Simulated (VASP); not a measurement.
# MgO2 (R-3m) in VASP: a series of runs

MgO2 is run at these levels: PBEsol; tasks: single point.

Program: VASP 6.6.1. These are calculated values, not measurements. Logs are shortened: lines on timing, memory, paths and dates and some standing lists are left out, and cuts for length are marked.

### Step 1. The cell of the first run

It takes space group R-3m (No. 166, trigonal). The conventional cell has a = 3.129 Å, b = 3.129 Å, c = 10.482 Å, α = 90.00°, β = 90.00°, γ = 120.00°. Mg (site symmetry -3m) has 6 O at 2.07 Å within 2.7 Å. Within 2.0 Å of O (site symmetry 3m) lie 1 O at 1.49 Å.

### Step 2. Single point, PBEsol (strain -0.025 along x and y, +0.000 along z)

Contents of INCAR:

```
SYSTEM = MgO2
  PREC = Accurate
  ENCUT = 520
  EDIFF = 1E-6
  ISMEAR = 0
  SIGMA = 0.05
  LREAL = .FALSE.
  LASPH = .TRUE.
  NELM = 80
  ALGO = Normal
  ISIF = 2
  LWAVE = .FALSE.
  LCHARG = .TRUE.
  GGA = PS
  LELF = .TRUE.
  LVHAR = .TRUE.
  NBANDS = 14
```

Contents of KPOINTS:

```
regular mesh
0
G
  12 12 12
  0 0 0
```

Contents of POSCAR:

```
MgO2
1.0
    1.5646419906      0.9033464745      3.4939788749
   -1.5646419906      0.9033464745      3.4939788749
    0.0000000000     -1.8066929489      3.4939788749
Mg O
1 2
Direct
    0.0000000000      0.0000000000      0.0000000000
    0.4287860000      0.4287860000      0.4287860000
    0.5712140000      0.5712140000      0.5712140000
```

Potentials or basis: VASP PAW PBE potentials, release 64 (Mg, O).

On the command line:

```console
$ cat potpaw_PBE.64/Mg/POTCAR potpaw_PBE.64/O/POTCAR > POTCAR
$ mpirun -np 1 vasp_std > vasp.out
```

OUTCAR:

```text
SYSTEM = MgO2
   PREC = Accurate
   ENCUT = 520
   EDIFF = 1E-6
   ISMEAR = 0
   LREAL = .FALSE.
   LASPH = .TRUE.
   NELM = 80
   ISIF = 2
   GGA = PS

 ion  position               nearest neighbor table
   1  0.000  0.000  0.000-   3 2.07   3 2.07   2 2.07   2 2.07   3 2.07   2 2.07
   2  0.429  0.429  0.429-   3 1.49   1 2.07   1 2.07   1 2.07
   3  0.571  0.571  0.571-   2 1.49   1 2.07   1 2.07   1 2.07

  LATTYP: Found a trigonal (rhomboedric) cell.
 ALAT       =     3.9334498586
 COS(alpha) =     0.6835444465

  Lattice vectors:

 A1 = (   1.5646419906,   0.9033464745,   3.4939788749)
 A2 = (  -1.5646419906,   0.9033464745,   3.4939788749)
 A3 = (   0.0000000000,  -1.8066929489,   3.4939788749)

Analysis of symmetry for initial positions (statically):
=====================================================================
 Subroutine PRICEL returns:
 Original cell was already a primitive cell.

 Routine SETGRP: Setting up the symmetry group for a
 trigonal (rhombohedral) supercell.

 Subroutine GETGRP returns: Found 12 space group operations
 (whereof 12 operations were pure point group operations)
 out of a pool of 12 trial point group operations.

The static configuration has the point symmetry D_3d.

Analysis of symmetry for dynamics (positions and initial velocities):
=====================================================================
 Subroutine PRICEL returns:
 Original cell was already a primitive cell.

 Routine SETGRP: Setting up the symmetry group for a
 trigonal (rhombohedral) supercell.

 Subroutine GETGRP returns: Found 12 space group operations
 (whereof 12 operations were pure point group operations)
 out of a pool of 12 trial point group operations.

The dynamic configuration has the point symmetry D_3d.

 Subroutine INISYM returns: Found 12 space group operations
 (whereof 12 operations are pure point group operations),
 and found     1 'primitive' translations

----------------------------------------------------------------------------------------

                                     Primitive cell

  volume of cell :      29.6306

  direct lattice vectors                    reciprocal lattice vectors
     1.564641991  0.903346475  3.493978875     0.319561921  0.184499161  0.095402218
    -1.564641991  0.903346475  3.493978875    -0.319561921  0.184499161  0.095402218
     0.000000000 -1.806692949  3.493978875     0.000000000 -0.368998322  0.095402218

  length of vectors
     3.933449859  3.933449859  3.933449859     0.381131663  0.381131663  0.381131663

  position of ions in fractional coordinates (direct lattice)
     0.000000000  0.000000000  0.000000000
     0.428786000  0.428786000  0.428786000
     0.571214000  0.571214000  0.571214000

  ion indices of the primitive-cell ions
   primitive index   ion index
                 1           1
                 2           2
                 3           3

----------------------------------------------------------------------------------------

 KPOINTS: regular mesh

Automatic generation of k-mesh.
 Grid dimensions read from file:
 generate k-points for:   12   12   12

 Generating k-lattice:

  Cartesian coordinates                     Fractional coordinates (reciprocal lattice)
     0.026630160  0.015374930  0.007950185     0.083333333  0.000000000 -0.000000000
    -0.026630160  0.015374930  0.007950185     0.000000000  0.083333333 -0.000000000
     0.000000000 -0.030749860  0.007950185    -0.000000000 -0.000000000  0.083333333

  Length of vectors
     0.031760972  0.031760972  0.031760972

  Shift w.r.t. Gamma in fractional coordinates (k-lattice)
     0.000000000  0.000000000  0.000000000

 Subroutine IBZKPT returns following result:
 ===========================================

 Found    189 irreducible k-points:

 Following reciprocal coordinates:
            Coordinates               Weight
  0.000000  0.000000  0.000000      1.000000
  0.083333  0.000000 -0.000000      6.000000
  0.166667  0.000000  0.000000      6.000000
  0.250000 -0.000000 -0.000000      6.000000
  0.333333  0.000000  0.000000      6.000000
  0.416667 -0.000000 -0.000000      6.000000
[... 16 lines left out ...]
  0.500000  0.166667 -0.000000     12.000000
 -0.416667  0.166667  0.000000     12.000000
 [... further k-points ...]
   k-points           NKPTS =    189   k-points in BZ     NKDIM =    189   number of bands    NBANDS=     14
   number of dos      NEDOS =    301   number of ions     NIONS =      3
   total plane-waves  NPLWV =  27000
   dimension x,y,z NGX =    30 NGY =   30 NGZ =   30
   dimension x,y,z NGXF=    60 NGYF=   60 NGZF=   60
   ions per type =               1   2
   NGX,Y,Z   is equivalent  to a cutoff of  12.68, 12.68, 12.68 a.u.
   NGXF,Y,Z  is equivalent  to a cutoff of  25.36, 25.36, 25.36 a.u.
 SYSTEM =  MgO2
   PREC   = accura    normal or accurate (medium, high low for compatibility)
   ISTART =      0    job   : 0-new  1-cont  2-samecut
   ICHARG =      2    charge: 1-file 2-atom 10-const
   ISPIN  =      1    spin polarized calculation?
   LNONCOLLINEAR =      F non collinear calculations
   LSORBIT =      F    spin-orbit coupling
   LASPH  =      T    aspherical Exc in radial PAW
   ENCUT  =  520.0 eV  38.22 Ry    6.18 a.u.   7.31  7.31  7.31*2*pi/ulx,y,z
   NELM   =     80;   NELMIN=  2; NELMDL= -5     # of ELM steps
   EDIFF  = 0.1E-05   stopping-criterion for ELM
   LREAL  =      F    real-space projection
   EDIFFG = 0.1E-04   stopping-criterion for IOM
   NSW    =      0    number of steps for IOM
   IBRION =     -1    ionic relax: 0-MD 1-quasi-New 2-CG
   NFREE  =      0    steps in history (QN), initial steepest desc. (CG)
   ISIF   =      2    stress and relaxation
   ISYM   =      2    0-nonsym 1-usesym 2-fastsym
   POTIM  = 0.5000    time-step for ionic-motion
   TEBEG  =    0.0;   TEEND  =   0.0 temperature during run
   PSTRESS=    0.0 pullay stress
   NELECT =      14.0000    total number of electrons
   NUPDOWN=      -1.0000    fix difference up-down
   EMIN   =  10.00;   EMAX   =-10.00  energy-range for DOS
   EFERMI =   0.00;   METHOD = LEGACY
   ISMEAR =     0;   SIGMA  =   0.05  broadening in eV -4-tet -1-fermi 0-gaus
   EFERMI_NEDOS =   21; number of points for ismear=-14 and -15
   IALGO  =     38    algorithm
   IMIX   =      4    mixing-type and parameters
     AMIX     =   0.40;   BMIX     =  1.00
     AMIX_MAG =   1.60;   BMIX_MAG =  1.00
  volume/ion in A,a.u.               =       9.88        66.65
  Fermi-wavevector in a.u.,A,eV,Ry     =   1.275079  2.409551 22.120725  1.625827
  Thomas-Fermi vector in A             =   2.407812
   LORBIT       =      0    0 simple, 1 ext, 2 COOP (PROOUT), +10 PAW based schemes
   GGA     = PS    functional components
   LHFCALC =     F    Hartree Fock is set to
   AEXX    =    0.0000 exact exchange contribution
   IVDW    =     0    specifies the selected vdW correction
   LEPSILON=     F    determine dielectric tensor
   LRPA    =     F    only Hartree local field effects (RPA)
 non-spin polarized calculation
 Gauss-broadening in eV      SIGMA  =   0.05
  energy-cutoff  :      520.00
  volume of cell :       29.63
 maximum number of plane-waves:       810
 NGX is ok and might be reduce to    30
   NGX = 15   NGY = 15   NGZ = 15

 number of electron      14.0000000 magnetization

 Free energy of the ion-electron system (eV)
  ---------------------------------------------------
  ext. energy  EPLUGINS =         0.00000000
  ---------------------------------------------------
  free energy    TOTEN  =       -17.21134107 eV

  energy without entropy =      -17.21134107  energy(sigma->0) =      -17.21134107

 E-fermi :   3.1257     XC(G=0): -10.7024

 val. band max:        2.9177701120   @ k =   0.5000   0.5000   0.5000
 cond. band min:       5.0485209392   @ k =   0.5000   0.5000   0.5000
 fundamental gap:      2.1307508272
 Fermi energy:         3.1257494776

 k-point     1 :       0.0000    0.0000    0.0000
  band No.  band energies     occupation
      1     -18.4963      2.00000
      2     -11.6844      2.00000
      3      -5.0227      2.00000
      4      -0.3656      2.00000
      5      -0.3656      2.00000
      6       2.0732      2.00000
      7       2.0732      2.00000
      8       7.6671      0.00000
      9       7.8345      0.00000
     10      15.1591      0.00000
     11      16.9298      0.00000
     12      18.1028      0.00000
     13      18.1028      0.00000
     14      20.1412      0.00000

 k-point     2 :       0.0833    0.0000   -0.0000
  band No.  band energies     occupation
      1     -18.4595      2.00000
      2     -11.7041      2.00000
      3      -4.9662      2.00000
      4      -0.5869      2.00000
      5      -0.3940      2.00000
      6       2.0090      2.00000
      7       2.0411      2.00000
      8       7.5993      0.00000
      9       8.1880      0.00000
     10      15.1937      0.00000
     11      17.0348      0.00000
     12      17.3772      0.00000
     13      18.3096      0.00000
     14      19.7865      0.00000

 k-point     3 :       0.1667    0.0000    0.0000
  band No.  band energies     occupation
      1     -18.3572      2.00000
      2     -11.7578      2.00000
      3      -4.8105      2.00000
      4      -1.1485      2.00000
      5      -0.4700      2.00000
      6       1.8601      2.00000
      7       1.9541      2.00000
      8       7.5314      0.00000
      9       8.9710      0.00000
     10      15.2652      0.00000
     11      16.1796      0.00000
     12      17.3052      0.00000
     13      18.9098      0.00000
     14      19.0093      0.00000
[... 324 lines left out ...]
 k-point    23 :       0.5000    0.1667   -0.0000
  band No.  band energies     occupation
      1     -17.8761      2.00000
      2     -12.0955      2.00000
      3      -3.7723      2.00000
      4      -3.0062      2.00000
      5      -1.1560      2.00000
      6       1.2962      2.00000
      7       1.8403      2.00000
      8       6.8446      0.00000
      9      12.5229      0.00000
     10      13.5027      0.00000
     11      15.5492      0.00000
     12      17.4742      0.00000
     13      17.9303      0.00000
     14      20.8199      0.00000

 k-point    24 :      -0.4167    0.1667    0.0000
  band No.  band energies     occupation
      1     -17.8611      2.00000
      2     -12.0334      2.00000
      3      -3.9389      2.00000
      4      -2.9520      2.00000
      5      -1.2153      2.00000
      6       1.3723      2.00000
      7       1.5995      2.00000
      8       6.9385      0.00000
      9      12.5609      0.00000
     10      13.7314      0.00000
     11      15.8542      0.00000
     12      17.3712      0.00000
     13      17.6709      0.00000
     14      20.8066      0.00000

 [... further k-points ...]
[... 5 lines left out ...]
  --------------------------------------------------------------------------------------
  -------------------------------------------------------------------------------------
  Total        0.5847361      0.5847361     -0.9588580      0.0000000     -0.0000000      0.0000000
  in kB       31.6176545     31.6176545    -51.8470450      0.0000000     -0.0000000      0.0000000
  external PRESSURE =       3.7960880 kB  Pullay stress =       0.0000000 kB

 VOLUME and BASIS-vectors are now :
 -----------------------------------------------------------------------------
  energy-cutoff  :      520.00
  volume of cell :       29.63
      direct lattice vectors                 reciprocal lattice vectors
     1.564641991  0.903346475  3.493978875     0.319561921  0.184499161  0.095402218
    -1.564641991  0.903346475  3.493978875    -0.319561921  0.184499161  0.095402218
     0.000000000 -1.806692949  3.493978875     0.000000000 -0.368998322  0.095402218

 POSITION                                       TOTAL-FORCE (eV/Angst)
 -----------------------------------------------------------------------------------
      0.00000      0.00000      0.00000         0.000000     -0.000000      0.000000
      0.00000      0.00000      4.49451         0.000000      0.000000      0.455594
      0.00000      0.00000      5.98743         0.000000     -0.000000     -0.455594
 -----------------------------------------------------------------------------------
    total drift:                                0.000000     -0.000000      0.000000

  FREE ENERGIE OF THE ION-ELECTRON SYSTEM (eV)
  ---------------------------------------------------
  free  energy   TOTEN  =       -17.2113410723 eV

  energy  without entropy=      -17.2113410723  energy(sigma->0) =      -17.21134107
```

Run time: 60 s. Hardware: 1 thread of Intel Xeon 6975P-C (Granite Rapids), shared host; peak memory 0.22 GiB.

Results:

```yaml
Free_energy: -17.2113 eV
Pressure: 0.4 GPa
Largest_force: 0.456 eV/Å
Band_gap_on_the_k_mesh: 2.13 eV, direct
```

Forces in eV/Å, atoms in the order of the input:
```
Mg   0.000  0.000  0.000
O    0.000  0.000  0.456
O    0.000  0.000 -0.456
```

Levels at points of the mesh, in eV from the valence-band top:
```csv
k point,band 5,band 6,band 7,band 8,band 9,band 10
"(0.00, 0.00, 0.00)",-3.28,-0.84,-0.84,4.75,4.92,12.24
"(0.50, 0.00, 0.00)",-3.68,-1.31,-1.29,4.03,8.89,10.88
"(0.50, 0.50, 0.00)",-4.35,-2.32,-0.19,3.37,8.07,11.52
"(0.50, 0.50, 0.50)",-3.83,0.00,0.00,2.13,5.19,9.75
```

Caveat: the cell differs from its parent crystal (strain -0.025 along x and y, +0.000 along z); the PAW data sets were made with another functional, which shifts forces and pressure a little. A k mesh can miss the band edges.

### Step 3. Single point, PBEsol (strain +0.000 along x and y, -0.025 along z)

Contents of INCAR:

```
SYSTEM = MgO2
PREC = Accurate
ENCUT = 520
EDIFF = 1E-6
ISMEAR = 0
SIGMA = 0.05
LREAL = .FALSE.
LASPH = .TRUE.
NELM = 100
ALGO = Normal
ISIF = 2
LWAVE = .FALSE.
LCHARG = .TRUE.
GGA = PS
LELF = .TRUE.
LVHAR = .TRUE.
NBANDS = 14
```

KPOINTS is that of step 2.

Contents of POSCAR:

```
MgO2
1.0
    1.6047610160      0.9265092046      3.4066294030
   -1.6047610160      0.9265092046      3.4066294030
    0.0000000000     -1.8530184092      3.4066294030
Mg O
1 2
Direct
    0.0000000000      0.0000000000      0.0000000000
    0.4287860000      0.4287860000      0.4287860000
    0.5712140000      0.5712140000      0.5712140000
```

Potentials or basis: VASP PAW PBE potentials, release 64 (Mg, O).

On the command line:

```console
$ cat potpaw_PBE.64/Mg/POTCAR potpaw_PBE.64/O/POTCAR > POTCAR
$ mpirun -np 1 vasp_std > vasp.out
```

Wall time 57 s (1 thread of Intel Xeon 6975P-C (Granite Rapids), shared host); peak memory 0.22 GiB.

The run converged. Its results:

| Item | Value |
| --- | --- |
| Free energy | -17.2027 eV |
| Pressure | -0.2 GPa |
| Largest force | 0.654 eV/Å |
| Band gap on the k mesh | 2.74 eV, direct |

Forces on the atoms (eV/Å):
```
Mg   0.000  0.000  0.000
O    0.000  0.000 -0.654
O    0.000  0.000  0.654
```

Stress tensor (GPa, compression positive):
```
-3.96  0.00  0.00
 0.00 -3.96  0.00
 0.00  0.00  7.40
```

Levels at points of the mesh, in eV from the valence-band top:
```tsv
k point	band 3	band 4	band 5	band 6	band 7	band 8	band 9	band 10	band 11	band 12
(0.00, 0.00, 0.00)	-8.03	-3.68	-3.68	-0.89	-0.89	4.30	5.19	12.37	14.22	14.42
(0.50, 0.00, 0.00)	-6.98	-6.42	-4.01	-1.36	-1.08	4.56	8.34	9.99	12.48	14.20
(0.50, 0.50, 0.00)	-6.29	-5.72	-4.73	-2.19	-0.11	3.94	7.39	10.72	12.50	12.96
(0.50, 0.50, 0.50)	-5.12	-4.24	-4.24	0.00	0.00	2.74	4.54	9.59	13.80	13.80
```

Caveat: the cell differs from its parent crystal (strain +0.000 along x and y, -0.025 along z); the PAW data sets were made with another functional, which shifts forces and pressure a little. A k mesh can miss the band edges.

(Part 1 of 2 ends here.)
